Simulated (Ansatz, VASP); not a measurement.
Two plane-wave programs on Mo

```
Mo
1.0
    -1.33529    1.65133    1.75404
     1.33529   -1.65133    1.75404
     1.33529    1.65133   -1.75404
Mo
1
Direct
  0.00000 0.00000 0.00000
```

Change from the starting cell: strain +e along x and -e along y -0.1000, strain +e along z and -e/2 along x and y +0.1100.

Alike in both runs: task single point; functional PBE; k mesh 20 × 20 × 20; occupations gaussian, width 0.15 eV; no spin polarisation.

|  | VASP | Ansatz |
| --- | --- | --- |
| version | VASP 6.6.1 | Ansatz 0.2.0 |
| potentials or method | VASP PAW PBE potentials, release 64 (Mo_sv), cutoff 520 eV | scalar-relativistic, plane waves, PAW |
| valence electrons in the cell | 14 | 14 |

```tsv
	VASP	Ansatz	Ansatz less VASP
gap on the k mesh at the Fermi level (eV)	none	none	-
pressure (GPa)	12.7	12.1	-0.58
traceless stress, the component that is largest in VASP (GPa)	19.40	19.34	-0.064
```

A gap of «none» marks a metal or a gap that the smearing closes.
